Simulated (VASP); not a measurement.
The system is SiNi2.

```
CELL_PARAMETERS angstrom
3.21793 0.00000 0.00000
-1.60897 2.78681 0.00000
0.00000 0.00000 3.47451
ATOMIC_POSITIONS crystal
Si 0.00000 0.00000 0.00000
Ni 0.33333 0.66667 0.50000
Ni 0.66667 0.33333 0.50000
```

| Quantity | Value |
| --- | --- |
| Program | VASP 6.6.1 |
| Task | relaxation of cell and atoms |
| Functional | r2SCAN |
| Potentials or basis | VASP PAW PBE potentials, release 64 (Si, Ni) |
| Cutoff | 600 eV |
| k mesh | 6 × 6 × 6 |
| Occupations | gaussian, width 0.1 eV |
| Spin | no spin polarisation |

At the start: pressure 76.9 GPa; volume 10.39 Å³/atom.

Task: Where does the relaxation end?

Result: Over 13 steps the energy falls by 1582.0 meV/atom and the volume is 10.85 Å³/atom (+4.4 %); space group P6/mmm (No. 191, to 0.05 Å).

Step by step:
```tsv
step	energy change (eV)	largest force (eV/Å)	pressure (GPa)	volume (Å³)
1	0.0000	0.0000	76.88	31.16
2	-0.9109	0.0000	-25.84	57.67
3	-2.8086	0.0000	-10.75	42.37
4	-2.8136	0.0000	-9.56	41.98
5	-2.8146	0.0000	-8.62	41.70
6	-3.4881	0.0000	-8.91	38.78
7	-4.6481	0.0000	-2.45	33.33
8	28.8840	0.0000	534.66	20.49
9	-4.6767	0.0000	-1.58	33.09
10	-4.7293	0.0000	6.03	31.67
11	-4.7382	0.0000	3.32	32.09
12	-4.7288	0.0000	-4.50	33.23
13	-4.7460	0.0000	-0.06	32.54
```

Final structure:
```
Si Ni
1.0
     3.91742    0.00000    0.00000
    -1.95871    3.39259    0.00000
     0.00000    0.00000    2.44848
Si Ni
1 2
Direct
  0.00000 0.00000 0.00000
  0.33333 0.66667 0.50000
  0.66667 0.33333 0.50000
```

Caveat: the k points lie up to 0.43 Å⁻¹ apart in the final cell; the PAW data sets were made with another functional, which shifts forces and pressure a little.
